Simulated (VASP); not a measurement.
Set up this calculation in VASP 6.6.1, as the native input.

```yaml
Task: single point
Functional: HSE06
Potentials_or_basis: VASP PAW PBE potentials, release 64 (Ag)
Cutoff: 520 eV
k_mesh: 8 × 8 × 8
Occupations: gaussian, width 0.05 eV
Spin: no spin polarisation
Dipole_correction: no
Grid_for_exact_exchange_PRECFOCK: Normal
Further_INCAR_settings: ALGO = Normal; EDIFF = 1e-07; NBANDS = 12
Share_of_exact_exchange: 0.25
Screening_parameter: 0.2079 1/Å
```

Crystal: Ag.

```
CELL_PARAMETERS angstrom
0.00000 2.07708 2.07708
2.07708 0.00000 2.07708
2.07708 2.07708 0.00000
ATOMIC_POSITIONS crystal
Ag 0.00000 0.00000 0.00000
```

The input as run:

POSCAR

```
Ag
1.0
    0.0000000000      2.0770818563      2.0770818563
    2.0770818563      0.0000000000      2.0770818563
    2.0770818563      2.0770818563      0.0000000000
Ag
1
Direct
    0.0000000000      0.0000000000      0.0000000000
```

INCAR.step1

```
PREC = Accurate
ENCUT = 520
EDIFF = 1E-5
ISMEAR = 0
SIGMA = 0.05
LREAL = False
LASPH = True
NELM = 60
ALGO = Normal
ISIF = 2
LWAVE = True
GGA = PE
NBANDS = 12
```

INCAR.step2

```
PREC = Accurate
ENCUT = 520
EDIFF = 1E-7
ISMEAR = 0
SIGMA = 0.05
LREAL = False
LASPH = True
NELM = 60
ALGO = Normal
ISIF = 2
LWAVE = False
LCHARG = True
GGA = PE
LHFCALC = True
HFSCREEN = 0.2079
PRECFOCK = Normal
LELF = True
LVHAR = True
ISTART = 1
NBANDS = 12
```

KPOINTS

```
regular mesh
0
Gamma
  8 8 8
```

Potentials or basis: VASP PAW PBE potentials, release 64 (Ag).

The run is started by

```console
$ cat potpaw_PBE.64/Ag/POTCAR > POTCAR
$ cp INCAR.step1 INCAR
$ mpirun -np 1 vasp_std > vasp.out
$ cp INCAR.step2 INCAR
$ mpirun -np 1 vasp_std > vasp.out
```

Results of the run:

```yaml
Pressure: 0.0 GPa
Band_gap_on_the_k_mesh: zero (an odd number of electrons rules out a gap without spin polarisation)
```

Caveat: the PAW data sets were made with another functional, which shifts forces and pressure a little.

It took 92 min on 1 thread of AMD EPYC 7R13, on a shared host, peak memory 0.23 GiB.
